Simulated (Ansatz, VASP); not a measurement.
# La in VASP and in Ansatz

Contents of INCAR:

```
SYSTEM = La
  PREC = Accurate
  ENCUT = 520
  EDIFF = 1E-6
  ISMEAR = 0
  SIGMA = 0.15
  LREAL = .False.
  LASPH = .True.
  NELM = 80
  ALGO = Fast
  ISIF = 2
  LWAVE = .False.
  LCHARG = .False.
  GGA = PS
  NBANDS = 30
```

KPOINTS

```
Automatic mesh
0
Gamma
  12 12 4
  0 0 0
```

POSCAR

```
La
1.0
    3.6247000000      0.0000000000      0.0000000000
   -1.8123500000      3.1390822811      0.0000000000
    0.0000000000      0.0000000000     12.8351000000
La
4
Direct
    0.0000000000      0.0000000000      0.0000000000
    0.0000000000      0.0000000000      0.5000000000
    0.3333333333      0.6666666667      0.2500000000
    0.6666666667      0.3333333333      0.7500000000
```

Input for Ansatz:

```yaml
crystal:
  lattice:
    - [3.6247, 0.0, 0.0]
    - [-1.81235, 3.1390822811, 0.0]
    - [0.0, 0.0, 12.8351]
  atoms:
    - { symbol: La, position: [0.0, 0.0, 0.0] }
    - { symbol: La, position: [0.0, 0.0, 0.5] }
    - { symbol: La, position: [0.3333333333, 0.6666666667, 0.25] }
    - { symbol: La, position: [0.6666666667, 0.3333333333, 0.75] }
basis:
  ecutwfc: 420
kpoints:
  mp_grid: { grid: [12, 12, 4] }
hamiltonian:
  xc: pbesol
scf:
  occupations: { method: gaussian, width: 0.15 }
output:
  forces: true
  stress: true
  eigenvalues: true
```

Alike in both runs: task single point; functional PBEsol; k mesh 12 × 12 × 4; occupations gaussian, width 0.15 eV; no spin polarisation.

|  | VASP | Ansatz |
| --- | --- | --- |
| version | VASP 6.6.1 | Ansatz 0.2.0 |
| potentials or method | VASP PAW PBE potentials, release 64 (La), cutoff 520 eV | scalar-relativistic, plane waves, PAW |
| valence electrons in the cell | 44 | 44 |

|  | VASP | Ansatz | Ansatz less VASP |
| --- | --- | --- | --- |
| gap on the k mesh at the Fermi level (eV) | none | none | - |
| pressure (GPa) | -1.5 | -1.5 | -0.06 |
| traceless stress, the component that is largest in VASP (GPa) | -2.74 | -2.72 | +0.011 |

VASP's potentials were made for PBE, not for PBEsol. A gap of «none» marks a metal or a gap that the smearing closes.

Spin-orbit coupling is off throughout.
